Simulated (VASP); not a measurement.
# SiO2 (I-42d) in VASP: a series of runs

The runs below take SiO2 through single point, with PBE.

All numbers are computed with VASP 6.6.1; they aren't measurements. Logs are shortened: lines on timing, memory, paths and dates and some standing lists are left out, and cuts for length are marked.

## Step 1: The cell of the first run

The structure is tetragonal, space group I-42d (No. 122). Conventional cell: a = 4.816 Å, b = 4.816 Å, c = 7.319 Å, α = 90.00°, β = 90.00°, γ = 90.00°. Within 2.2 Å of Si (site symmetry -4) lie 4 O at 1.62 Å. O (site symmetry 2) has 2 Si at 1.62 Å within 2.2 Å.

## Step 2: Single point, PBE (volume scaled by 0.91, then relaxed in part)

The input, INCAR:

```
SYSTEM = SiO2
PREC     = Accurate       ! precision mode
ENCUT    = 520            ! plane-wave cutoff, eV
EDIFF    = 1E-7           ! SCF threshold, eV
ISMEAR   = 0              ! smearing method
SIGMA    = 0.02           ! smearing width, eV
LREAL    = .FALSE.        ! projectors in reciprocal space
LASPH    = .TRUE.         ! aspherical terms in the spheres
NELM     = 100            ! most SCF steps
ALGO     = Normal         ! electronic algorithm
ISIF     = 2              ! what is computed and relaxed
LWAVE    = .FALSE.        ! write WAVECAR
LCHARG   = .FALSE.        ! write CHGCAR
GGA      = PE             ! functional
NBANDS   = 25             ! bands
```

The input, KPOINTS:

```
regular mesh
0
G
  6 6 6
  0 0 0
```

The input, POSCAR:

```
SiO2
1.0
   -2.4077513816      2.4077513816      3.6595178344
    2.4077513816     -2.4077513816      3.6595178344
    2.4077513816      2.4077513816     -3.6595178344
Si O
2 4
Direct
    0.0000000000      0.0000000000      0.0000000000
    0.7500000000      0.2500000000      0.5000000000
    0.9985691612      0.6250000000      0.8735691612
    0.3750000000      0.2485691612      0.3735691612
    0.7514308388      0.1250000000      0.1264308388
    0.8750000000      0.0014308388      0.6264308388
```

Potentials or basis: VASP PAW PBE potentials, release 64 (Si, O).

Run with:

```sh
cat potpaw_PBE.64/Si/POTCAR potpaw_PBE.64/O/POTCAR > POTCAR
mpirun -np 1 vasp_std > vasp.out
```

OUTCAR:

```text
SYSTEM = SiO2
   PREC = Accurate
   ENCUT = 520
   EDIFF = 1E-7
   ISMEAR = 0
   LREAL = .FALSE.
   LASPH = .TRUE.
   NELM = 100
   ISIF = 2
   GGA = PE

 ion  position               nearest neighbor table
   1  0.000  0.000  0.000-   5 1.62   6 1.62   3 1.62   4 1.62   2 3.02   2 3.02   2 3.02   2 3.02

   2  0.750  0.250  0.500-   5 1.62   6 1.62   3 1.62   4 1.62   1 3.02   1 3.02   1 3.02   1 3.02

   3  0.999  0.625  0.874-   1 1.62   2 1.62
   4  0.375  0.249  0.374-   1 1.62   2 1.62
   5  0.751  0.125  0.126-   1 1.62   2 1.62
   6  0.875  0.001  0.626-   1 1.62   2 1.62

  LATTYP: Found a body centered tetragonal cell.
 ALAT       =     4.8155027632
 C/A-ratio  =     1.5198902438

  Lattice vectors:

 A1 = (  -2.4077513816,   2.4077513816,   3.6595178344)
 A2 = (   2.4077513816,  -2.4077513816,   3.6595178344)
 A3 = (   2.4077513816,   2.4077513816,  -3.6595178344)

Analysis of symmetry for initial positions (statically):
=====================================================================
 Subroutine PRICEL returns:
 Original cell was already a primitive cell.

 Routine SETGRP: Setting up the symmetry group for a
 body centered tetragonal supercell.

 Subroutine GETGRP returns: Found  8 space group operations
 (whereof  4 operations were pure point group operations)
 out of a pool of 16 trial point group operations.

The static configuration has the point symmetry S_4 .
 The point group associated with its full space group is D_2d.

Analysis of symmetry for dynamics (positions and initial velocities):
=====================================================================
 Subroutine PRICEL returns:
 Original cell was already a primitive cell.

 Routine SETGRP: Setting up the symmetry group for a
 body centered tetragonal supercell.

 Subroutine GETGRP returns: Found  8 space group operations
 (whereof  4 operations were pure point group operations)
 out of a pool of 16 trial point group operations.

The dynamic configuration has the point symmetry S_4 .
 The point group associated with its full space group is D_2d.

 Subroutine INISYM returns: Found  8 space group operations
 (whereof  4 operations are pure point group operations),
 and found     1 'primitive' translations

----------------------------------------------------------------------------------------

                                     Primitive cell

[... 100 lines left out ...]
   EDIFFG = 0.1E-05   stopping-criterion for IOM
   NSW    =      0    number of steps for IOM
   IBRION =     -1    ionic relax: 0-MD 1-quasi-New 2-CG
   NFREE  =      0    steps in history (QN), initial steepest desc. (CG)
   ISIF   =      2    stress and relaxation
   ISYM   =      2    0-nonsym 1-usesym 2-fastsym
   POTIM  = 0.5000    time-step for ionic-motion
   TEBEG  =    0.0;   TEEND  =   0.0 temperature during run
   PSTRESS=    0.0 pullay stress
   NELECT =      32.0000    total number of electrons
   NUPDOWN=      -1.0000    fix difference up-down
   EMIN   =  10.00;   EMAX   =-10.00  energy-range for DOS
   EFERMI =   0.00;   METHOD = LEGACY
   ISMEAR =     0;   SIGMA  =   0.02  broadening in eV -4-tet -1-fermi 0-gaus
   EFERMI_NEDOS =   21; number of points for ismear=-14 and -15
   IALGO  =     38    algorithm
   IMIX   =      4    mixing-type and parameters
     AMIX     =   0.40;   BMIX     =  1.00
     AMIX_MAG =   1.60;   BMIX_MAG =  1.00
  volume/ion in A,a.u.               =      14.14        95.44
  Fermi-wavevector in a.u.,A,eV,Ry     =   1.182740  2.235054 19.032820  1.398873
  Thomas-Fermi vector in A             =   2.318988
   LORBIT       =      0    0 simple, 1 ext, 2 COOP (PROOUT), +10 PAW based schemes
   GGA     = PE    functional components
   LHFCALC =     F    Hartree Fock is set to
   AEXX    =    0.0000 exact exchange contribution
   IVDW    =     0    specifies the selected vdW correction
   LEPSILON=     F    determine dielectric tensor
   LRPA    =     F    only Hartree local field effects (RPA)
 non-spin polarized calculation
 Gauss-broadening in eV      SIGMA  =   0.02
  energy-cutoff  :      520.00
  volume of cell :       84.86
 maximum number of plane-waves:      2312
 NGX is ok and might be reduce to    40
   NGX = 19   NGY = 19   NGZ = 19

 number of electron      32.0000008 magnetization

 Free energy of the ion-electron system (eV)
  ---------------------------------------------------
  ext. energy  EPLUGINS =         0.00000000
  ---------------------------------------------------
  free energy    TOTEN  =       -47.41252142 eV

  energy without entropy =      -47.41252142  energy(sigma->0) =      -47.41252142

 E-fermi :  -0.0848     XC(G=0):  -8.5264

 val. band max:       -0.1931868020   @ k =   0.0000   0.0000   0.0000
 cond. band min:       5.8552869847   @ k =   0.0000   0.0000   0.0000
 fundamental gap:      6.0484737867
 Fermi energy:        -0.0847823007

 k-point     1 :       0.0000    0.0000    0.0000
  band No.  band energies     occupation
      1     -19.2380      2.00000
      2     -17.1536      2.00000
      3     -17.1536      2.00000
      4     -17.0729      2.00000
      5      -8.9075      2.00000
      6      -5.4445      2.00000
[... 661 lines left out ...]
     24      13.2990      0.00000
     25      13.8756      0.00000

 [... further k-points ...]

------------------------ aborting loop because EDIFF is reached ----------------------------------------

  FORCE on cell =-STRESS in cart. coord.  units (eV):
  Direction    XX          YY          ZZ          XY          YZ          ZX
  --------------------------------------------------------------------------------------
  -------------------------------------------------------------------------------------
  Total        1.4334042      1.4334042      1.4659108      0.0000000      0.0000000      0.0000000
  in kB       27.0627620     27.0627620     27.6764879      0.0000000      0.0000000      0.0000000
  external PRESSURE =      27.2673373 kB  Pullay stress =       0.0000000 kB

 VOLUME and BASIS-vectors are now :
 -----------------------------------------------------------------------------
  energy-cutoff  :      520.00
  volume of cell :       84.86
      direct lattice vectors                 reciprocal lattice vectors
    -2.407751382  2.407751382  3.659517834     0.000000000  0.207662637  0.136630021
     2.407751382 -2.407751382  3.659517834     0.207662637  0.000000000  0.136630021
     2.407751382  2.407751382 -3.659517834     0.207662637  0.207662637  0.000000000

 POSITION                                       TOTAL-FORCE (eV/Angst)
 -----------------------------------------------------------------------------------
      0.00000      0.00000      0.00000        -0.000000     -0.000000      0.000000
      0.00000      2.40775      1.82976        -0.000000     -0.000000     -0.000000
      1.20388      3.00280      2.74464        -0.000000      0.005965      0.000000
      0.59505      1.20388      0.91488         0.005965      0.000000      0.000000
     -1.20388      1.81270      2.74464        -0.000000     -0.005965      0.000000
     -0.59505      3.61163      0.91488        -0.005965      0.000000      0.000000
 -----------------------------------------------------------------------------------
    total drift:                                0.000003      0.000003      0.000003

  FREE ENERGIE OF THE ION-ELECTRON SYSTEM (eV)
  ---------------------------------------------------
  free  energy   TOTEN  =       -47.4125214243 eV

  energy  without entropy=      -47.4125214243  energy(sigma->0) =      -47.41252142
```

OSZICAR:

```text
N       E                     dE             d eps       ncg     rms          rms(c)
DAV:   1     0.172333933466E+03    0.17233E+03   -0.16314E+04  1500   0.115E+03
DAV:   2    -0.419767530279E+02   -0.21431E+03   -0.20553E+03  2021   0.273E+02
DAV:   3    -0.535207401188E+02   -0.11544E+02   -0.11499E+02  1994   0.649E+01
DAV:   4    -0.536310123328E+02   -0.11027E+00   -0.11022E+00  1790   0.726E+00
DAV:   5    -0.536323431993E+02   -0.13309E-02   -0.13305E-02  1964   0.783E-01    0.203E+01
DAV:   6    -0.473884529387E+02    0.62439E+01   -0.19578E+01  1799   0.282E+01    0.101E+01
DAV:   7    -0.474082517040E+02   -0.19799E-01   -0.66992E-01  1952   0.452E+00    0.355E+00
DAV:   8    -0.474046544242E+02    0.35973E-02   -0.32982E-02  1941   0.156E+00    0.137E+00
DAV:   9    -0.474114001690E+02   -0.67457E-02   -0.19467E-02  1798   0.106E+00    0.270E-01
DAV:  10    -0.474125239886E+02   -0.11238E-02   -0.17547E-03  1788   0.256E-01    0.776E-02
DAV:  11    -0.474125165738E+02    0.74149E-05   -0.38681E-04  1836   0.141E-01    0.142E-02
DAV:  12    -0.474125199520E+02   -0.33782E-05   -0.14535E-05  1847   0.255E-02    0.115E-02
DAV:  13    -0.474125211869E+02   -0.12349E-05   -0.36896E-06  1764   0.128E-02    0.336E-03
DAV:  14    -0.474125214093E+02   -0.22239E-06   -0.13102E-07  1579   0.263E-03    0.111E-03
DAV:  15    -0.474125214243E+02   -0.15081E-07   -0.19359E-08  1239   0.112E-03
   1 F= -.47412521E+02 E0= -.47412521E+02  d E =-.181940E-16
```

Wall time 33 s (1 thread of Intel Xeon 6975P-C (Granite Rapids), shared host); peak memory 0.24 GiB.

Results:

| Quantity | Value |
| --- | --- |
| Free energy | -47.4125 eV |
| Pressure | 2.7 GPa |
| Largest force | 0.006 eV/Å |
| Band gap on the k mesh | 6.05 eV, direct |

Forces in eV/Å, atoms in the order of the input:
```
Si   0.000  0.000  0.000
Si   0.000  0.000  0.000
O    0.000  0.006  0.000
O    0.006  0.000  0.000
O    0.000 -0.006  0.000
O   -0.006  0.000  0.000
```

 A k mesh can miss the band edges.

## Step 3: Single point, PBE (volume scaled by 0.94, then relaxed in part)

The input, INCAR:

```
  PREC = Accurate
  ENCUT = 520
  EDIFF = 1E-6
  ISMEAR = 0
  SIGMA = 0.02
  LREAL = False
  LASPH = True
  NELM = 80
  ALGO = Normal
  ISIF = 2
  LWAVE = False
  LCHARG = False
  GGA = PE
  NBANDS = 25
```

The input, KPOINTS:

```
regular mesh
0
Gamma
  6 6 6
```

The input, POSCAR:

```
SiO2
1.0
   -2.4453280944      2.4453280944      3.6648764285
    2.4453280944     -2.4453280944      3.6648764285
    2.4453280944      2.4453280944     -3.6648764285
Si O
2 4
Direct
    0.0000000000      0.0000000000      0.0000000000
    0.7500000000      0.2500000000      0.5000000000
    0.9883498847      0.6250000000      0.8633498847
    0.3750000000      0.2383498847      0.3633498847
    0.7616501153      0.1250000000      0.1366501153
    0.8750000000      0.0116501153      0.6366501153
```

Potentials or basis: VASP PAW PBE potentials, release 64 (Si, O).

Run with:

```sh
cat potpaw_PBE.64/Si/POTCAR potpaw_PBE.64/O/POTCAR > POTCAR
mpirun -np 1 vasp_std > vasp.out
```

Wall time 32 s (1 thread of Intel Xeon 6975P-C (Granite Rapids), shared host); peak memory 0.24 GiB.

The run converged. Its results:

- Free energy: -47.4539 eV
- Pressure: 1.8 GPa
- Band gap on the k mesh: 5.94 eV, direct

Forces on the atoms (eV/Å):
```
Si   0.000  0.000  0.000
Si   0.000  0.000  0.000
O    0.000  0.002  0.000
O    0.002  0.000  0.000
O    0.000 -0.002  0.000
O   -0.002  0.000  0.000
```

Stress tensor (GPa, compression positive):
```
1.75 0.00 0.00
0.00 1.75 0.00
0.00 0.00 1.84
```

Levels at points of the mesh, in eV from the valence-band top:
```csv
k point,band 14,band 15,band 16,band 17,band 18,band 19
"(0.00, 0.00, 0.00)",-0.88,0.00,0.00,5.94,8.74,11.03
"(0.50, 0.00, 0.00)",-0.70,-0.33,-0.18,8.22,9.16,9.92
"(0.50, 0.50, 0.00)",-0.81,-0.25,-0.25,9.29,9.29,10.12
"(0.50, 0.50, 0.50)",-1.45,-0.20,-0.20,8.98,8.98,9.89
```

 A k mesh can miss the band edges.

[end of part 1 of 2]
